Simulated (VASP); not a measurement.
# GaSb3 (Fm-3m) in VASP: notebook

The runs below take GaSb3 through single point, with revPBE, BLYP, r2SCAN.

All numbers are computed with VASP 6.6.1; they aren't measurements. Logs are shortened: lines on timing, memory, paths and dates and some standing lists are left out, and cuts for length are marked.

## 1. The cell of the first run

The structure is cubic, space group Fm-3m (No. 225). The conventional cell has a = 7.483 Å, b = 7.483 Å, c = 7.483 Å, α = 90.00°, β = 90.00°, γ = 90.00°. Within 4.3 Å of Sb (site symmetry m-3m) lie 8 Sb at 3.24 Å and 6 Ga at 3.74 Å. Within 4.3 Å of Sb (site symmetry -43m) lie 4 Ga at 3.24 Å and 10 Sb at 3.24 to 3.74 Å. Within 4.3 Å of Ga (site symmetry m-3m) lie 14 Sb at 3.24 to 3.74 Å.

## 2. Single point, revPBE

INCAR reads:

```
SYSTEM = GaSb3
PREC     = Accurate       ! precision mode
ENCUT    = 520            ! plane-wave cutoff, eV
EDIFF    = 1E-6           ! SCF threshold, eV
ISMEAR   = -1             ! smearing method
SIGMA    = 0.05           ! smearing width, eV
LREAL    = .False.        ! projectors in reciprocal space
LASPH    = .True.         ! aspherical terms in the spheres
NELM     = 100            ! most SCF steps
ALGO     = Normal         ! electronic algorithm
ISIF     = 2              ! what is computed and relaxed
LWAVE    = .False.        ! write WAVECAR
LCHARG   = .False.        ! write CHGCAR
GGA      = RE             ! functional
NBANDS   = 22             ! bands
```

KPOINTS reads:

```
Automatic mesh
0
Gamma
  6 6 6
  0 0 0
```

POSCAR reads:

```
GaSb3
1.0
    0.0000000000      3.7414120762      3.7414120762
    3.7414120762      0.0000000000      3.7414120762
    3.7414120762      3.7414120762      0.0000000000
Sb Ga
3 1
Direct
    0.5000000000      0.5000000000      0.5000000000
    0.7500000000      0.7500000000      0.7500000000
    0.2500000000      0.2500000000      0.2500000000
    0.0000000000      0.0000000000      0.0000000000
```

Potentials or basis: VASP PAW PBE potentials, release 64 (Sb, Ga_d).

Started as:

```console
cat potpaw_PBE.64/Sb/POTCAR potpaw_PBE.64/Ga_d/POTCAR > POTCAR
mpirun -np 1 vasp_std > vasp.out
```

OUTCAR:

```text
SYSTEM = GaSb3
   PREC = Accurate
   ENCUT = 520
   EDIFF = 1E-6
   ISMEAR = -1
   LREAL = .False.
   LASPH = .True.
   NELM = 100
   ISIF = 2
   GGA = RE

 ion  position               nearest neighbor table
   1  0.500  0.500  0.500-   3 3.24   3 3.24   3 3.24   2 3.24   3 3.24   2 3.24   2 3.24   2 3.24

   2  0.750  0.750  0.750-   1 3.24   1 3.24   1 3.24   1 3.24   4 3.24   4 3.24   4 3.24   4 3.24
                             3 3.74   3 3.74   3 3.74   3 3.74   3 3.74   3 3.74
   3  0.250  0.250  0.250-   4 3.24   4 3.24   4 3.24   1 3.24   4 3.24   1 3.24   1 3.24   1 3.24
                             2 3.74   2 3.74   2 3.74   2 3.74   2 3.74   2 3.74
   4  0.000  0.000  0.000-   2 3.24   2 3.24   2 3.24   2 3.24   3 3.24   3 3.24   3 3.24   3 3.24

  LATTYP: Found a face centered cubic cell.
 ALAT       =     7.4828241524

  Lattice vectors:

 A1 = (   0.0000000000,   3.7414120762,   3.7414120762)
 A2 = (   3.7414120762,   0.0000000000,   3.7414120762)
 A3 = (   3.7414120762,   3.7414120762,   0.0000000000)

Analysis of symmetry for initial positions (statically):
=====================================================================
 Subroutine PRICEL returns:
 Original cell was already a primitive cell.

 Routine SETGRP: Setting up the symmetry group for a
 face centered cubic supercell.

 Subroutine GETGRP returns: Found 48 space group operations
 (whereof 48 operations were pure point group operations)
 out of a pool of 48 trial point group operations.

The static configuration has the point symmetry O_h .

Analysis of symmetry for dynamics (positions and initial velocities):
=====================================================================
 Subroutine PRICEL returns:
 Original cell was already a primitive cell.

 Routine SETGRP: Setting up the symmetry group for a
 face centered cubic supercell.

 Subroutine GETGRP returns: Found 48 space group operations
 (whereof 48 operations were pure point group operations)
 out of a pool of 48 trial point group operations.

The dynamic configuration has the point symmetry O_h .

 Subroutine INISYM returns: Found 48 space group operations
 (whereof 48 operations are pure point group operations),
 and found     1 'primitive' translations

----------------------------------------------------------------------------------------

                                     Primitive cell

  volume of cell :     104.7458

  direct lattice vectors                    reciprocal lattice vectors
     0.000000000  3.741412076  3.741412076    -0.133639383  0.133639383  0.133639383
     3.741412076  0.000000000  3.741412076     0.133639383 -0.133639383  0.133639383
     3.741412076  3.741412076  0.000000000     0.133639383  0.133639383 -0.133639383

  length of vectors
     5.291155701  5.291155701  5.291155701     0.231470201  0.231470201  0.231470201

  position of ions in fractional coordinates (direct lattice)
     0.500000000  0.500000000  0.500000000
     0.750000000  0.750000000  0.750000000
     0.250000000  0.250000000  0.250000000
     0.000000000  0.000000000  0.000000000

  ion indices of the primitive-cell ions
   primitive index   ion index
                 1           1
                 2           2
                 3           3
                 4           4

----------------------------------------------------------------------------------------

 KPOINTS: Automatic mesh

Automatic generation of k-mesh.
 Grid dimensions read from file:
 generate k-points for:    6    6    6

 Generating k-lattice:

  Cartesian coordinates                     Fractional coordinates (reciprocal lattice)
    -0.022273230  0.022273230  0.022273230     0.166666667  0.000000000  0.000000000
     0.022273230 -0.022273230  0.022273230     0.000000000  0.166666667  0.000000000
     0.022273230  0.022273230 -0.022273230     0.000000000  0.000000000  0.166666667

  Length of vectors
     0.038578367  0.038578367  0.038578367

  Shift w.r.t. Gamma in fractional coordinates (k-lattice)
     0.000000000  0.000000000  0.000000000

 Subroutine IBZKPT returns following result:
 ===========================================

 Found     16 irreducible k-points:

 Following reciprocal coordinates:
            Coordinates               Weight
  0.000000  0.000000  0.000000      1.000000
  0.166667  0.000000  0.000000      8.000000
  0.333333  0.000000  0.000000      8.000000
  0.500000  0.000000  0.000000      4.000000
  0.166667  0.166667  0.000000      6.000000
  0.333333  0.166667  0.000000     24.000000
[... 8 lines left out ...]
 -0.333333  0.333333  0.166667     24.000000
 -0.333333  0.500000  0.166667     12.000000
   k-points           NKPTS =     16   k-points in BZ     NKDIM =     16   number of bands    NBANDS=     22
   number of dos      NEDOS =    301   number of ions     NIONS =      4
   total plane-waves  NPLWV =  64000
   dimension x,y,z NGX =    40 NGY =   40 NGZ =   40
   dimension x,y,z NGXF=    80 NGYF=   80 NGZF=   80
   ions per type =               3   1
   NGX,Y,Z   is equivalent  to a cutoff of  12.57, 12.57, 12.57 a.u.
   NGXF,Y,Z  is equivalent  to a cutoff of  25.14, 25.14, 25.14 a.u.
 SYSTEM =  GaSb3
   PREC   = accura    normal or accurate (medium, high low for compatibility)
   ISTART =      0    job   : 0-new  1-cont  2-samecut
   ICHARG =      2    charge: 1-file 2-atom 10-const
   ISPIN  =      1    spin polarized calculation?
   LNONCOLLINEAR =      F non collinear calculations
   LSORBIT =      F    spin-orbit coupling
   LASPH  =      T    aspherical Exc in radial PAW
   ENCUT  =  520.0 eV  38.22 Ry    6.18 a.u.   9.84  9.84  9.84*2*pi/ulx,y,z
   NELM   =    100;   NELMIN=  2; NELMDL= -5     # of ELM steps
   EDIFF  = 0.1E-05   stopping-criterion for ELM
   LREAL  =      F    real-space projection
   EDIFFG = 0.1E-04   stopping-criterion for IOM
   NSW    =      0    number of steps for IOM
   IBRION =     -1    ionic relax: 0-MD 1-quasi-New 2-CG
   NFREE  =      0    steps in history (QN), initial steepest desc. (CG)
   ISIF   =      2    stress and relaxation
   ISYM   =      2    0-nonsym 1-usesym 2-fastsym
   POTIM  = 0.5000    time-step for ionic-motion
   TEBEG  =    0.0;   TEEND  =   0.0 temperature during run
   PSTRESS=    0.0 pullay stress
   NELECT =      28.0000    total number of electrons
   NUPDOWN=      -1.0000    fix difference up-down
   EMIN   =  10.00;   EMAX   =-10.00  energy-range for DOS
   EFERMI =   0.00;   METHOD = LEGACY
   ISMEAR =    -1;   SIGMA  =   0.05  broadening in eV -4-tet -1-fermi 0-gaus
   EFERMI_NEDOS =   21; number of points for ismear=-14 and -15
   IALGO  =     38    algorithm
   IMIX   =      4    mixing-type and parameters
     AMIX     =   0.40;   BMIX     =  1.00
     AMIX_MAG =   1.60;   BMIX_MAG =  1.00
  volume/ion in A,a.u.               =      26.19       176.71
  Fermi-wavevector in a.u.,A,eV,Ry     =   1.054586  1.992878 15.131739  1.112151
  Thomas-Fermi vector in A             =   2.189752
   LORBIT       =      0    0 simple, 1 ext, 2 COOP (PROOUT), +10 PAW based schemes
   GGA     = RE    functional components
   LHFCALC =     F    Hartree Fock is set to
   AEXX    =    0.0000 exact exchange contribution
   IVDW    =     0    specifies the selected vdW correction
   LEPSILON=     F    determine dielectric tensor
   LRPA    =     F    only Hartree local field effects (RPA)
 non-spin polarized calculation
  energy-cutoff  :      520.00
  volume of cell :      104.75
 maximum number of plane-waves:      2838
   NGX = 19   NGY = 19   NGZ = 19

 number of electron      28.0000011 magnetization

 Free energy of the ion-electron system (eV)
  ---------------------------------------------------
  ext. energy  EPLUGINS =         0.00000000
  ---------------------------------------------------
  free energy    TOTEN  =       -13.19692134 eV

  energy without entropy =      -13.16147785  energy(sigma->0) =      -13.17919959

 E-fermi :   7.5714     XC(G=0): -10.1060

 val. band max:        7.5567181477   @ k =   0.5000   0.1667   0.0000
 cond. band min:       7.6238914996   @ k =   0.3333   0.1667   0.0000
 fundamental gap:      0.0671733520
 Fermi energy:         7.5714010507

 k-point     1 :       0.0000    0.0000    0.0000
  band No.  band energies     occupation
      1      -7.4654      2.00000
      2      -7.4654      2.00000
      3      -7.4654      2.00000
      4      -7.4539      2.00000
      5      -7.4539      2.00000
      6      -4.9233      2.00000
[... 14 lines left out ...]
     21      14.1207      0.00000
     22      14.1207      0.00000

 k-point     2 :       0.1667    0.0000    0.0000
  band No.  band energies     occupation
      1      -7.4665      2.00000
      2      -7.4649      2.00000
      3      -7.4649      2.00000
      4      -7.4541      2.00000
      5      -7.4541      2.00000
      6      -4.7123      2.00000
[... 14 lines left out ...]
     21      12.5031      0.00000
     22      13.6236      0.00000

 k-point     3 :       0.3333    0.0000    0.0000
  band No.  band energies     occupation
      1      -7.4689      2.00000
      2      -7.4640      2.00000
      3      -7.4640      2.00000
      4      -7.4543      2.00000
      5      -7.4543      2.00000
      6      -4.0987      2.00000
[... 14 lines left out ...]
     21      12.0018      0.00000
     22      13.7127      0.00000
[... 276 lines left out ...]
 k-point    15 :      -0.3333    0.3333    0.1667
  band No.  band energies     occupation
      1      -7.4680      2.00000
      2      -7.4665      2.00000
      3      -7.4620      2.00000
      4      -7.4562      2.00000
      5      -7.4541      2.00000
      6      -2.8597      2.00000
[... 14 lines left out ...]
     21      12.3176      0.00000
     22      15.2196      0.00000

 k-point    16 :      -0.3333    0.5000    0.1667
  band No.  band energies     occupation
      1      -7.4703      2.00000
      2      -7.4645      2.00000
      3      -7.4614      2.00000
      4      -7.4572      2.00000
      5      -7.4537      2.00000
      6      -2.3629      2.00000
[... 14 lines left out ...]
     21      11.7266      0.00000
     22      14.5104      0.00000

------------------------ aborting loop because EDIFF is reached ----------------------------------------

  FORCE on cell =-STRESS in cart. coord.  units (eV):
  Direction    XX          YY          ZZ          XY          YZ          ZX
  --------------------------------------------------------------------------------------
  -------------------------------------------------------------------------------------
  Total       -0.0889360     -0.0889360     -0.0889360      0.0000000     -0.0000000      0.0000000
  in kB       -1.3603534     -1.3603534     -1.3603534      0.0000000     -0.0000000      0.0000000
  external PRESSURE =      -1.3603534 kB  Pullay stress =       0.0000000 kB

 VOLUME and BASIS-vectors are now :
 -----------------------------------------------------------------------------
  energy-cutoff  :      520.00
  volume of cell :      104.75
      direct lattice vectors                 reciprocal lattice vectors
     0.000000000  3.741412076  3.741412076    -0.133639383  0.133639383  0.133639383
     3.741412076  0.000000000  3.741412076     0.133639383 -0.133639383  0.133639383
     3.741412076  3.741412076  0.000000000     0.133639383  0.133639383 -0.133639383

 POSITION                                       TOTAL-FORCE (eV/Angst)
 -----------------------------------------------------------------------------------
      3.74141      3.74141      3.74141         0.000000      0.000000      0.000000
      5.61212      5.61212      5.61212        -0.000000     -0.000000      0.000000
      1.87071      1.87071      1.87071         0.000000      0.000000     -0.000000
      0.00000      0.00000      0.00000         0.000000      0.000000      0.000000
 -----------------------------------------------------------------------------------
    total drift:                               -0.000000      0.000000      0.000000

  FREE ENERGIE OF THE ION-ELECTRON SYSTEM (eV)
  ---------------------------------------------------
  free  energy   TOTEN  =       -13.1969213387 eV

  energy  without entropy=      -13.1614778486  energy(sigma->0) =      -13.17919959
```

It took 23 s on 1 thread of Intel Xeon 6975P-C (Granite Rapids), shared host; peak memory 0.24 GiB.

What came out:

```yaml
Free_energy: -13.1969 eV
Pressure: -0.1 GPa
Band_gap_on_the_k_mesh: zero (band 14 reaches 8.69 eV, above the bottom of band 15 at 5.07 eV)
```

Caveat: the PAW data sets were made with another functional, which shifts forces and pressure a little; spin-orbit coupling is left out, which moves the levels of the heavy elements.

## 3. Single point, BLYP

This run uses another cell than the first one, of 28.76 Å³/atom, 1.098 times its volume.

INCAR reads:

```
SYSTEM = GaSb3
PREC = Accurate
ENCUT = 520
EDIFF = 1E-7
ISMEAR = -1
SIGMA = 0.05
LREAL = .FALSE.
LASPH = .TRUE.
NELM = 60
ALGO = Normal
ISIF = 2
LWAVE = .FALSE.
LCHARG = .FALSE.
GGA = B5
ALDAX = 1.0
AGGAX = 1.0
AGGAC = 1.0
ALDAC = 0.0
NBANDS = 22
```

KPOINTS reads:

```
Automatic mesh
0
G
  6 6 6
  0 0 0
```

POSCAR reads:

```
GaSb3
1.0
    0.0000000000      3.8602344472      3.8602344472
    3.8602344472      0.0000000000      3.8602344472
    3.8602344472      3.8602344472      0.0000000000
Sb Ga
3 1
Direct
    0.5000000000      0.5000000000      0.5000000000
    0.7500000000      0.7500000000      0.7500000000
    0.2500000000      0.2500000000      0.2500000000
    0.0000000000      0.0000000000      0.0000000000
```

Potentials or basis: VASP PAW PBE potentials, release 64 (Sb, Ga_d).

Started as:

```console
cat potpaw_PBE.64/Sb/POTCAR potpaw_PBE.64/Ga_d/POTCAR > POTCAR
mpirun -np 1 vasp_std > vasp.out
```

Wall time 75 s (1 thread of Intel Xeon 6975P-C (Granite Rapids), shared host); peak memory 0.24 GiB.

Results (log left out):

```yaml
Free_energy: -11.1267 eV
Pressure: 0.1 GPa
Band_gap_on_the_k_mesh: zero (band 14 reaches 7.81 eV, above the bottom of band 15 at 4.70 eV)
```

Levels at points of the mesh, in eV from the Fermi level:
```
           k point  band 10  band 11  band 12  band 13  band 14  band 15  band 16  band 17  band 18  band 19
(0.00, 0.00, 0.00)    -2.24    -2.24    -2.24    -2.15    -2.15    -2.15    -0.55    -0.55    -0.55     3.89
(0.50, 0.00, 0.00)    -3.16    -3.16    -2.25    -2.25    -0.76    -0.32     1.84     1.84     2.89     2.89
(0.50, 0.50, 0.00)    -4.58    -4.58     0.19     0.38     0.80     0.80     1.57     1.61     1.61     3.29
```

Caveat: the PAW data sets were made with another functional, which shifts forces and pressure a little; spin-orbit coupling is left out, which moves the levels of the heavy elements.

## 4. Single point, r2SCAN

This run uses another cell than the first one, of 25.21 Å³/atom, 0.963 times its volume.

POSCAR reads:

```
GaSb3
1.0
    0.0000000000      3.6941327877      3.6941327877
    3.6941327877      0.0000000000      3.6941327877
    3.6941327877      3.6941327877      0.0000000000
Sb Ga
3 1
Direct
    0.5000000000      0.5000000000      0.5000000000
    0.7500000000      0.7500000000      0.7500000000
    0.2500000000      0.2500000000      0.2500000000
    0.0000000000      0.0000000000      0.0000000000
```

INCAR.step1 reads:

```
  ALGO = Normal
  EDIFF = 1E-4
  ENCUT = 520
  GGA = PE
  ISMEAR = -1
  LASPH = True
  LCHARG = False
  LREAL = False
  LWAVE = True
  NBANDS = 22
  NELM = 100
  PREC = Accurate
  SIGMA = 0.05
```

INCAR.step2 reads:

```
  ALGO = Normal
  EDIFF = 1E-6
  ENCUT = 520
  ISIF = 2
  ISMEAR = -1
  ISTART = 1
  LASPH = True
  LCHARG = False
  LMIXTAU = True
  LREAL = False
  LWAVE = False
  METAGGA = R2SCAN
  NBANDS = 22
  NELM = 100
  PREC = Accurate
  SIGMA = 0.05
```

KPOINTS reads:

```
k-points
0
Gamma
  6 6 6
```

Started as:

```console
cat potpaw_PBE.64/Sb/POTCAR potpaw_PBE.64/Ga_d/POTCAR > POTCAR
cp INCAR.step1 INCAR
mpirun -np 1 vasp_std > vasp.out
cp INCAR.step2 INCAR
mpirun -np 1 vasp_std > vasp.out
```

Wall time 96 s (1 thread of Intel Xeon 6975P-C (Granite Rapids), shared host); peak memory 0.26 GiB.

It converged, with:

```yaml
Free_energy: -87.1456 eV
Pressure: -0.1 GPa
Band_gap_on_the_k_mesh: zero (band 14 reaches 9.05 eV, above the bottom of band 15 at 5.12 eV)
```

Levels at points of the mesh, in eV from the Fermi level:
| k point | band 12 | band 13 | band 14 | band 15 | band 16 | band 17 |
| --- | --- | --- | --- | --- | --- | --- |
| (0.00, 0.00, 0.00) | -2.93 | -2.77 | -2.77 | -2.77 | -0.97 | -0.97 |
| (0.50, 0.00, 0.00) | -2.99 | -2.99 | -0.48 | -0.06 | 2.10 | 2.10 |
| (0.50, 0.50, 0.00) | 0.76 | 0.94 | 0.94 | 1.11 | 1.82 | 1.82 |

Caveat: the PAW data sets were made with another functional, which shifts forces and pressure a little; spin-orbit coupling is left out, which moves the levels of the heavy elements.

## 5. Summary

```tsv
level	cell	gap on the mesh (eV)	pressure (GPa)
revPBE	a = 5.291 Å, angles 60.0°, 4 atoms	none	-0.1
BLYP	a = 5.459 Å, angles 60.0°, 4 atoms	none	0.1
r2SCAN	a = 5.224 Å, angles 60.0°, 4 atoms	none	-0.1
```

Alike in all rows: task single point; potentials or basis VASP PAW PBE potentials, release 64 (Sb, Ga_d); no spin polarisation; k mesh 6 × 6 × 6; cutoff (eV) 520; smearing fermi-dirac 0.05 eV.

Caveats: the PAW data sets were made with another functional, which shifts forces and pressure a little; spin-orbit coupling is left out, which moves the levels of the heavy elements.

Absolute energies hang on the potentials; compare differences alone.
